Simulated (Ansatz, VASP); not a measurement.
# Si: VASP beside Ansatz

```xyz
2
Lattice="2.6548 0.0000 0.0000 -1.3274 2.2991 0.0000 0.0000 0.0000 4.5199" Properties=species:S:1:pos:R:3 pbc="T T T"
Si    0.0000    1.5327    1.1300
Si    1.3274    0.7664    3.3899
```

Alike in both runs: task single point; functional LDA; k mesh 15 × 15 × 8; occupations fermi-dirac, width 0.1 eV; no spin polarisation.

|  | VASP | Ansatz |
| --- | --- | --- |
| version | VASP 6.6.1 | Ansatz 0.2.0 |
| potentials or method | VASP PAW LDA potentials, release 64 (Si), cutoff 520 eV | all-electron LAPW, scalar-relativistic |

```csv
,VASP,Ansatz,Ansatz less VASP
pressure (GPa),0.1,0.0,-0.02
```

LDA's correlation is that of Perdew and Zunger in VASP and of Perdew and Wang (1992) in Ansatz. Ansatz ran all-electron here, and VASP with PAW potentials.
